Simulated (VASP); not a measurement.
Write the native input for VASP 6.6.1 that does the following.

- Task: single point
- Functional: PBE
- Potentials or basis: VASP PAW PBE potentials, release 64 (Pb_d, Te)
- Cutoff: 520 eV
- k mesh: 6 × 6 × 6
- Occupations: gaussian, width 0.01 eV
- Spin: no spin polarisation
- Dipole correction: no
- Further INCAR settings: ALGO = Normal; EDIFF = 1e-07; NBANDS = 17

The structure of TePb lies in POSCAR:

```
TePb
1.0
    0.0000000000      3.2678368466      3.2678368466
    3.2678368466      0.0000000000      3.2678368466
    3.2678368466      3.2678368466      0.0000000000
Pb Te
1 1
Direct
    0.0000000000      0.0000000000      0.0000000000
    0.5000000000      0.5000000000      0.5000000000
```

These files were run (other wordings do the same):

INCAR

```
PREC = Accurate
ENCUT = 520
EDIFF = 1E-7
ISMEAR = 0
SIGMA = 0.01
LREAL = False
LASPH = True
NELM = 100
ALGO = Normal
ISIF = 2
LWAVE = False
LCHARG = False
GGA = PE
NBANDS = 17
```

KPOINTS

```
Automatic mesh
0
Gamma
  6 6 6
```

Potentials or basis: VASP PAW PBE potentials, release 64 (Pb_d, Te).

The run is started by

```console
$ cat potpaw_PBE.64/Pb_d/POTCAR potpaw_PBE.64/Te/POTCAR > POTCAR
$ mpirun -np 1 vasp_std > vasp.out
```

It gave:

| Property | Result |
| --- | --- |
| Pressure | 0.6 GPa |
| Band gap on the k mesh | 0.80 eV, direct |

Caveat: spin-orbit coupling is left out, which moves the levels of the heavy elements.

Wall time 15 s on 1 thread of AMD EPYC 9R45 96-Core Processor (Zen 5), on a shared host, peak memory 0.17 GiB.
